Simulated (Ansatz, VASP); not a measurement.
# ZrTi2B3 in VASP and in Ansatz

```
Zr Ti B
1.0
     4.78687    0.00000    0.00000
    -2.39344    4.14555    0.00000
     0.00000    0.00000    3.88569
Zr Ti B
1 2 3
Direct
  0.00000 0.00000 0.00000
  0.66667 0.33333 0.50000
  0.33333 0.66667 0.00000
  0.20569 0.79431 0.50000
  0.20569 0.41137 0.50000
  0.58863 0.79431 0.50000
```

Alike in both runs: functional PBE; k mesh 6 × 6 × 8; occupations gaussian, width 0.1 eV; no spin polarisation.

Ansatz relaxed the structure, and its values are those at the end. VASP's run is a single point on that final structure, the one shown.

```csv
,VASP,Ansatz
version,VASP 6.6.1,Ansatz 0.2.0
potentials or method,"VASP PAW PBE potentials, release 64 (Zr_sv, Ti_sv, B), cutoff 520 eV","scalar-relativistic, plane waves, PAW"
valence electrons in the cell,45,45
```

|  | VASP | Ansatz | Ansatz less VASP |
| --- | --- | --- | --- |
| gap on the k mesh at the Fermi level (eV) | none | none | - |
| pressure (GPa) | 0.0 | 0.0 | -0.05 |
| rms of the force components (eV/Å) | 0.002 | 0.004 | +0.0020 |

A gap of «none» marks a metal or a gap that the smearing closes. The functional is the same, so the differences come from potentials, cutoffs and numerics.
